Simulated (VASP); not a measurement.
# Ge (Fmmm) in VASP: further runs

Ge is run at these levels: LDA; tasks: single point.

All numbers are computed with VASP 6.6.1; they aren't measurements. Logs are shortened: lines on timing, memory, paths and dates and some standing lists are left out, and cuts for length are marked.

## 1. The cell of the first run

The structure is orthorhombic, space group Fmmm (No. 69). Conventional cell: a = 5.226 Å, b = 5.733 Å, c = 10.163 Å, α = 90.00°, β = 90.00°, γ = 90.00°. Ge (site symmetry m2m) has 8 Ge at 2.60 to 3.15 Å within 3.4 Å. Within 3.5 Å of Ge (site symmetry mm2) lie 8 Ge at 2.69 to 3.15 Å.

## 2. Single point, LDA

INCAR

```
SYSTEM = Ge
PREC = Accurate
ENCUT = 520
EDIFF = 1E-6
ISMEAR = -1
SIGMA = 0.05
LREAL = .FALSE.
LASPH = .TRUE.
NELM = 60
ALGO = Normal
ISIF = 2
LWAVE = .FALSE.
LCHARG = .FALSE.
NBANDS = 36
```

KPOINTS

```
regular mesh
0
G
  7 7 7
  0 0 0
```

POSCAR

```
Ge
1.0
    0.0000000000      2.8663720339      5.0813306433
    2.6128421258      0.0000000000      5.0813306433
    2.6128421258      2.8663720339      0.0000000000
Ge
4
Direct
    0.7264900000      0.2735100000      0.7264900000
    0.2735100000      0.7264900000      0.2735100000
    0.2181330000      0.2181330000      0.7818670000
    0.7818670000      0.7818670000      0.2181330000
```

Potentials or basis: VASP PAW LDA potentials, release 64 (Ge_d).

Started as:

```console
$ cat potpaw_LDA.64/Ge_d/POTCAR > POTCAR
$ mpirun -np 1 vasp_std > vasp.out
```

OUTCAR:

```text
SYSTEM = Ge
   PREC = Accurate
   ENCUT = 520
   EDIFF = 1E-6
   ISMEAR = -1
   LREAL = .FALSE.
   LASPH = .TRUE.
   NELM = 60
   ISIF = 2

 ion  position               nearest neighbor table
   1  0.726  0.274  0.726-   2 2.60   2 2.63   2 2.63   3 2.72   4 2.72
   2  0.274  0.726  0.274-   1 2.60   1 2.63   1 2.63   3 2.72   4 2.72
   3  0.218  0.218  0.782-   4 2.69   4 2.69   1 2.72   2 2.72
   4  0.782  0.782  0.218-   3 2.69   3 2.69   1 2.72   2 2.72

  LATTYP: Found a face centered orthorhombic cell.
 ALAT       =     5.2256842516
 B/A-ratio  =     1.0970322338
 C/A-ratio  =     1.9447522654

  Lattice vectors:

 A1 = (   0.0000000000,   2.8663720339,   5.0813306433)
 A2 = (   2.6128421258,   0.0000000000,   5.0813306433)
 A3 = (   2.6128421258,   2.8663720339,   0.0000000000)

Analysis of symmetry for initial positions (statically):
=====================================================================
 Subroutine PRICEL returns:
 Original cell was already a primitive cell.

 Routine SETGRP: Setting up the symmetry group for a
 face centered orthorhombic supercell.

 Subroutine GETGRP returns: Found  8 space group operations
 (whereof  8 operations were pure point group operations)
 out of a pool of  8 trial point group operations.

The static configuration has the point symmetry D_2h.

Analysis of symmetry for dynamics (positions and initial velocities):
=====================================================================
 Subroutine PRICEL returns:
 Original cell was already a primitive cell.

 Routine SETGRP: Setting up the symmetry group for a
 face centered orthorhombic supercell.

 Subroutine GETGRP returns: Found  8 space group operations
 (whereof  8 operations were pure point group operations)
 out of a pool of  8 trial point group operations.

The dynamic configuration has the point symmetry D_2h.

 Subroutine INISYM returns: Found  8 space group operations
 (whereof  8 operations are pure point group operations),
 and found     1 'primitive' translations

----------------------------------------------------------------------------------------

                                     Primitive cell

  volume of cell :      76.1120

  direct lattice vectors                    reciprocal lattice vectors
     0.000000000  2.866372034  5.081330643    -0.191362500  0.174436533  0.098399422
     2.612842126  0.000000000  5.081330643     0.191362500 -0.174436533  0.098399422
     2.612842126  2.866372034  0.000000000     0.191362500  0.174436533 -0.098399422
[... 88 lines left out ...]
   EDIFF  = 0.1E-05   stopping-criterion for ELM
   LREAL  =      F    real-space projection
   EDIFFG = 0.1E-04   stopping-criterion for IOM
   NSW    =      0    number of steps for IOM
   IBRION =     -1    ionic relax: 0-MD 1-quasi-New 2-CG
   NFREE  =      0    steps in history (QN), initial steepest desc. (CG)
   ISIF   =      2    stress and relaxation
   ISYM   =      2    0-nonsym 1-usesym 2-fastsym
   POTIM  = 0.5000    time-step for ionic-motion
   TEBEG  =    0.0;   TEEND  =   0.0 temperature during run
   PSTRESS=    0.0 pullay stress
   NELECT =      56.0000    total number of electrons
   NUPDOWN=      -1.0000    fix difference up-down
   EMIN   =  10.00;   EMAX   =-10.00  energy-range for DOS
   EFERMI =   0.00;   METHOD = LEGACY
   ISMEAR =    -1;   SIGMA  =   0.05  broadening in eV -4-tet -1-fermi 0-gaus
   EFERMI_NEDOS =   21; number of points for ismear=-14 and -15
   IALGO  =     38    algorithm
   IMIX   =      4    mixing-type and parameters
     AMIX     =   0.40;   BMIX     =  1.00
     AMIX_MAG =   1.60;   BMIX_MAG =  1.00
  volume/ion in A,a.u.               =      19.03       128.41
  Fermi-wavevector in a.u.,A,eV,Ry     =   1.477927  2.792878 29.718791  2.184270
  Thomas-Fermi vector in A             =   2.592271
   LORBIT       =      0    0 simple, 1 ext, 2 COOP (PROOUT), +10 PAW based schemes
   GGA     = CA    functional components
   LHFCALC =     F    Hartree Fock is set to
   AEXX    =    0.0000 exact exchange contribution
   IVDW    =     0    specifies the selected vdW correction
   LEPSILON=     F    determine dielectric tensor
   LRPA    =     F    only Hartree local field effects (RPA)
 non-spin polarized calculation
  energy-cutoff  :      520.00
  volume of cell :       76.11
 maximum number of plane-waves:      2063
 NGX is ok and might be reduce to    48
   NGX = 21   NGY = 21   NGZ = 15

 number of electron      56.0000008 magnetization

 Free energy of the ion-electron system (eV)
  ---------------------------------------------------
  ext. energy  EPLUGINS =         0.00000000
  ---------------------------------------------------
  free energy    TOTEN  =       -20.00055917 eV

  energy without entropy =      -19.98831358  energy(sigma->0) =      -19.99443637

 E-fermi :   6.2100     XC(G=0): -11.4658

 val. band max:        6.1644817368   @ k =   0.2857   0.1429  -0.0000
 cond. band min:       6.2130832306   @ k =  -0.2857   0.1429   0.0000
 fundamental gap:      0.0486014938
 Fermi energy:         6.2099898297

 k-point     1 :       0.0000    0.0000    0.0000
  band No.  band energies     occupation
      1     -18.6126      2.00000
      2     -18.5579      2.00000
      3     -18.5221      2.00000
      4     -18.5137      2.00000
      5     -18.5087      2.00000
      6     -18.5028      2.00000
[... 925 lines left out ...]
     35      12.8527      0.00000
     36      13.6533      0.00000

 [... further k-points ...]

------------------------ aborting loop because EDIFF is reached ----------------------------------------

  FORCE on cell =-STRESS in cart. coord.  units (eV):
  Direction    XX          YY          ZZ          XY          YZ          ZX
  --------------------------------------------------------------------------------------
  -------------------------------------------------------------------------------------
  Total       -2.1463532     -1.6371858     -1.8269513     -0.0000000      0.0000000      0.0000000
  in kB      -45.1812872    -34.4631811    -38.4577947     -0.0000000      0.0000000      0.0000000
  external PRESSURE =     -39.3674210 kB  Pullay stress =       0.0000000 kB

 VOLUME and BASIS-vectors are now :
 -----------------------------------------------------------------------------
  energy-cutoff  :      520.00
  volume of cell :       76.11
      direct lattice vectors                 reciprocal lattice vectors
     0.000000000  2.866372034  5.081330643    -0.191362500  0.174436533  0.098399422
     2.612842126  0.000000000  5.081330643     0.191362500 -0.174436533  0.098399422
     2.612842126  2.866372034  0.000000000     0.191362500  0.174436533 -0.098399422

 POSITION                                       TOTAL-FORCE (eV/Angst)
 -----------------------------------------------------------------------------------
      2.61284      4.16478      5.08133         0.000000     -0.036531      0.000000
      2.61284      1.56796      5.08133         0.000000      0.036531      0.000000
      2.61284      2.86637      2.21681         0.000000      0.000000      0.030794
      2.61284      2.86637      7.94585         0.000000      0.000000     -0.030794
 -----------------------------------------------------------------------------------
    total drift:                                0.000000      0.000000      0.000000

  FREE ENERGIE OF THE ION-ELECTRON SYSTEM (eV)
  ---------------------------------------------------
  free  energy   TOTEN  =       -20.0005591656 eV

  energy  without entropy=      -19.9883135775  energy(sigma->0) =      -19.99443637
```

OSZICAR:

```text
N       E                     dE             d eps       ncg     rms          rms(c)
DAV:   1     0.465405599253E+03    0.46541E+03   -0.27603E+04  5424   0.442E+03
DAV:   2     0.588890365364E+02   -0.40652E+03   -0.39657E+03  4608   0.770E+02
DAV:   3    -0.160395877541E+02   -0.74929E+02   -0.73827E+02  4976   0.198E+02
DAV:   4    -0.200094191140E+02   -0.39698E+01   -0.39386E+01  5392   0.526E+01
DAV:   5    -0.200867632379E+02   -0.77344E-01   -0.77303E-01  5204   0.809E+00    0.307E+00
DAV:   6    -0.200246983984E+02    0.62065E-01   -0.65144E-02  6836   0.573E+00    0.169E+00
DAV:   7    -0.200015187435E+02    0.23180E-01   -0.67988E-02  5692   0.404E+00    0.215E-01
DAV:   8    -0.200006715030E+02    0.84724E-03   -0.11265E-02  5180   0.266E+00    0.989E-02
DAV:   9    -0.200004927455E+02    0.17876E-03   -0.17537E-03  5980   0.143E+00    0.394E-02
DAV:  10    -0.200005579055E+02   -0.65160E-04   -0.73174E-04  5152   0.511E-01    0.191E-02
DAV:  11    -0.200005575506E+02    0.35494E-06   -0.13945E-04  5680   0.442E-01    0.784E-03
DAV:  12    -0.200005592629E+02   -0.17124E-05   -0.22276E-05  6656   0.983E-02    0.186E-03
DAV:  13    -0.200005591656E+02    0.97350E-07   -0.76918E-07  2788   0.639E-02
   1 F= -.20000559E+02 E0= -.19994436E+02  d E =-.122456E-01
```

stdout:

```text
POSCAR found type information on POSCAR Ge
 POSCAR found :  1 types and       4 ions
 scaLAPACK will be used
 LDA part: xc-table for (Slater(with rela. corr.)+CA(PZ))
 , standard interpolation
 POSCAR, INCAR and KPOINTS ok, starting setup
 FFT: planning ... GRIDC
 FFT: planning ... GRID_SOFT
 FFT: planning ... GRID
 WAVECAR not read
 entering main loop
```

Wall time 5.1 min (1 thread of Intel Xeon 8259CL, shared host); peak memory 0.26 GiB.

Results:

```yaml
Free_energy: -20.0006 eV
Pressure: -3.9 GPa
Largest_force: 0.037 eV/Å
Band_gap_on_the_k_mesh: zero (bands 28 and 29 overlap by 2.74 eV)
```

Forces in eV/Å, atoms in the order of the input:
```
Ge   0.000 -0.037  0.000
Ge   0.000  0.037  0.000
Ge   0.000  0.000  0.031
Ge   0.000  0.000 -0.031
```

Levels at points of the mesh, in eV from the Fermi level:
| k point | band 26 | band 27 | band 28 | band 29 | band 30 | band 31 |
| --- | --- | --- | --- | --- | --- | --- |
| (0.00, 0.00, 0.00) | -2.33 | -1.97 | -1.82 | -1.58 | 3.01 | 3.80 |

Caveat: the cell stands under tension.

(Part 1 of 2 ends here.)

The gap in the log of VASP goes by the Fermi energy; the results here count the filled bands.